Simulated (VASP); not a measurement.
Crystal: Bi.

```
CELL_PARAMETERS angstrom
2.26750 1.30914 3.93800
-2.26750 1.30914 3.93800
0.00000 -2.61828 3.93800
ATOMIC_POSITIONS crystal
Bi 0.23400 0.23400 0.23400
Bi 0.76600 0.76600 0.76600
```

Base run:

| Property | Result |
| --- | --- |
| Program | VASP 6.6.1 |
| Functional | LDA |
| Potentials or basis | VASP PAW LDA potentials, release 64 (Bi_d) |
| Cutoff | 520 eV |
| k mesh | 9 × 9 × 9 |
| Occupations | gaussian, width 0.05 eV |
| Spin | no spin polarisation |

Its results: pressure -1.4 GPa; largest force 0.083 eV/Å.

**Question.** The run is repeated on the same cell with these changes: functional from LDA to PBE; potentials or basis from VASP PAW LDA potentials, release 64 (Bi_d) to VASP PAW PBE potentials, release 64 (Bi_d). What comes out?

**Answer.** Pressure 2.1 GPa; largest force 0.220 eV/Å.
